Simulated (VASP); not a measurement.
## Ni: single point with PBE

The system is Ni.

```
CELL_PARAMETERS angstrom
0.00000 1.80750 1.80750
1.80750 0.00000 1.80750
3.61500 3.61500 0.00000
ATOMIC_POSITIONS crystal
Ni 0.00000 0.00000 0.00000
Ni 0.00000 0.00000 0.50000
```

```
Program             : VASP 6.6.1
Task                : single point
Functional          : PBE
Potentials or basis : VASP PAW PBE potentials, release 64 (Ni)
Cutoff              : 520 eV
k mesh              : 14 × 14 × 7
Occupations         : fermi-dirac, width 0.1 eV
Spin                : collinear spin
Starting moments    : [0.06, 0.06] μB
```

```
Pressure                                              : -13.5 GPa
Band gap on the k mesh                                : zero (filled and empty bands overlap)
Net moment                                            : 0.00 μB per cell
Valence electrons inside the program's atomic spheres : Ni 9.18
```

Levels at points of the mesh, in eV from the Fermi level:
Spin up:
```csv
k point,band 8,band 9,band 10,band 11,band 12,band 13
"(0.00, 0.00, 0.00)",-0.69,-0.69,-0.04,-0.04,0.00,5.50
"(0.50, 0.00, 0.00)",-0.04,0.00,0.12,0.12,2.56,5.50
```
Spin down:
| k point | band 8 | band 9 | band 10 | band 11 | band 12 | band 13 |
| --- | --- | --- | --- | --- | --- | --- |
| (0.00, 0.00, 0.00) | -0.69 | -0.69 | -0.04 | -0.04 | 0.00 | 5.50 |
| (0.50, 0.00, 0.00) | -0.04 | 0.00 | 0.12 | 0.12 | 2.56 | 5.50 |

It took 81 s on 1 thread of Intel(R) Xeon(R) 6975P-C (Granite Rapids), on a shared host, peak memory 0.22 GiB.

Caveat: the cell stands under tension.
